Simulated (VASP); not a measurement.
Input of a VASP 6.6.1 run:

The input INCAR:

```
SYSTEM = MgAu4
  ALGO = Normal
  EDIFF = 1E-6
  ENCUT = 520
  GGA = PE
  ISIF = 2
  ISMEAR = 0
  LASPH = .True.
  LCHARG = .False.
  LREAL = .False.
  LWAVE = .False.
  NBANDS = 31
  NELM = 100
  PREC = Accurate
  SIGMA = 0.1
```

File KPOINTS:

```
k-points
0
Gamma
  8 8 8
  0 0 0
```

Contents of POSCAR:

```
MgAu4
1.0
    4.8694197813      0.0000000000      0.0000000000
    0.0000000000      4.8694197813      0.0000000000
    0.0000000000      0.0000000000      4.8694197813
Mg Au
1 4
Direct
    0.0000000000      0.0000000000      0.0000000000
    0.5000000000      0.0000000000      0.0000000000
    0.0000000000      0.5000000000      0.0000000000
    0.0000000000      0.0000000000      0.5000000000
    0.5000000000      0.5000000000      0.5000000000
```

Potentials or basis: VASP PAW PBE potentials, release 64 (Mg, Au).

The run is started by

```bash
$ cat potpaw_PBE.64/Mg/POTCAR potpaw_PBE.64/Au/POTCAR > POTCAR
$ mpirun -np 1 vasp_std > vasp.out
```

(1) What does it give for the band gap on the k mesh?

(2) What does it give for the pressure?

## Answers

(1) zero (band 23 reaches 5.48 eV, above the bottom of band 24 at 3.45 eV).

(2) 0.0 GPa.

Caveat: spin-orbit coupling is left out, which moves the levels of the heavy elements.
